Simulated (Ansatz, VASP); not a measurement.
## CdSe in VASP and in Ansatz

```
Cd Se
1.0
     0.00000    3.05174    3.05174
     3.05174    0.00000    3.05174
     3.05174    3.05174    0.00000
Cd Se
1 1
Cartesian
  0.0000 0.0000 0.0000
  4.5776 4.5776 4.5776
```

Alike in both runs: functional r2SCAN; dispersion rVV10; k mesh 5 × 5 × 5; no spin polarisation.

Ansatz relaxed the structure, and its values are those at the end. VASP's run is a single point on that final structure, the one shown.

|  | VASP | Ansatz |
| --- | --- | --- |
| version | VASP 6.6.1 | Ansatz 0.2.0 |
| potentials or method | VASP PAW PBE potentials, release 64 (Cd, Se) | plane waves, PAW |
| plane-wave cutoff (eV) | 520 | 500 |
| occupations | gaussian, width 0.01 eV | fixed |
| valence electrons in the cell | 18 | 36 |

Ansatz gave:

```
pressure (GPa) : 0.0
```

Task: What did VASP give for the same quantities?

Result: Pressure (GPa): 0.4.

VASP's potentials were made for PBE, not for r2SCAN. VASP's potentials hold 18 valence electrons a cell and Ansatz's 36, so a difference there can come from the potentials and not from the codes.
